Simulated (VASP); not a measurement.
PtSe2:

```
Pt Se
1.0
     1.82050    1.05106    5.48450
    -1.82050    1.05106    5.48450
     0.00000   -2.10213    5.48450
Pt Se
1 2
Direct
  0.99924 0.99924 0.99924
  0.42198 0.42198 0.42198
  0.24545 0.24545 0.24545
```

Base run:

```yaml
Program: VASP 6.6.1
Functional: PBE
Potentials_or_basis: VASP PAW PBE potentials, release 64 (Pt, Se)
Cutoff: 520 eV
k_mesh: 6 × 6 × 6
Occupations: fermi-dirac, width 0.02 eV
Spin: no spin polarisation
```

Its results: band gap on the k mesh zero (band 11 reaches 6.74 eV, above the bottom of band 12 at 6.01 eV); pressure 3.6 GPa; largest force 0.324 eV/Å.

Problem. The run is repeated on the same cell with these changes: functional from PBE to r2SCAN; further incar settings from ALGO = Normal; EDIFF = 1e-06; NBANDS = 18 to ALGO = Normal; EDIFF = 1e-07; NBANDS = 18. What comes out?

Solution. Band gap on the k mesh zero (band 11 reaches 6.54 eV, above the bottom of band 12 at 5.76 eV); pressure 1.5 GPa; largest force 0.087 eV/Å.

Caveats: spin-orbit coupling is left out, which moves the levels of the heavy elements; the PAW data sets were made with another functional, which shifts forces and pressure a little (some runs).
